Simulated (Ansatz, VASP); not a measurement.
Two plane-wave programs on K

```xyz
1
Lattice="-2.6417 2.6417 2.6417 2.6417 -2.6417 2.6417 2.6417 2.6417 -2.6417" Properties=species:S:1:pos:R:3 pbc="T T T"
K     0.0000    0.0000    0.0000
```

Alike in both runs: task single point; functional PBE; k mesh 9 × 9 × 9; occupations gaussian, width 1 eV; no spin polarisation.

|  | VASP | Ansatz |
| --- | --- | --- |
| version | VASP 6.6.1 | Ansatz 0.2.0 |
| potentials or method | VASP PAW PBE potentials, release 64 (K_sv), cutoff 520 eV | plane waves (420 eV) with PAW, scalar-relativistic |
| valence electrons in the cell | 9 | 9 |

```csv
,VASP,Ansatz,Ansatz less VASP
pressure (GPa),0.2,0.2,+0.01
```

With one functional, cell and mesh, what is left measures potentials, basis and numerics.
